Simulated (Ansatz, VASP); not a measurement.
## Ta2ReBi2: VASP beside Ansatz

```
Bi Ta Re
1.0
     3.84994    0.00000    0.00000
    -1.92497    3.33415    0.00000
    -1.92497    1.11139    8.93902
Bi Ta Re
2 2 1
Direct
  0.39806 0.60194 0.19418
  0.60194 0.39806 0.80582
  0.21160 0.78840 0.63480
  0.78840 0.21160 0.36520
  0.00000 0.00000 0.00000
```

Alike in both runs: task single point; functional LDA; k mesh 5 × 5 × 5; occupations fermi-dirac, width 0.0654 eV; no spin polarisation.

```csv
,VASP,Ansatz
version,VASP 6.6.1,Ansatz 0.2.0
potentials or method,"VASP PAW LDA potentials, release 64 (Bi_d, Ta_pv, Re), cutoff 520 eV",PAW plane waves
valence electrons in the cell,59,71
```

```tsv
	VASP	Ansatz	Ansatz less VASP
gap on the k mesh at the Fermi level (eV)	none	none	-
pressure (GPa)	-3.4	-3.7	-0.37
traceless stress, the component that is largest in VASP (GPa)	-3.33	-3.35	-0.027
rms of the force components (eV/Å)	2.047	2.041	-0.0053
```

LDA's correlation is that of Perdew and Zunger in VASP and of Perdew and Wang (1992) in Ansatz. Atom by atom the forces differ by 0.006 eV/Å (rms over components). A gap of «none» marks a metal or a gap that the smearing closes. VASP's potentials hold 59 valence electrons a cell and Ansatz's 71, so a difference there can come from the potentials and not from the codes. Ansatz's warnings: structure snapped to symmetry.

The k mesh is coarse, so the values compare programs but aren't converged. Neither program's run includes spin-orbit coupling.
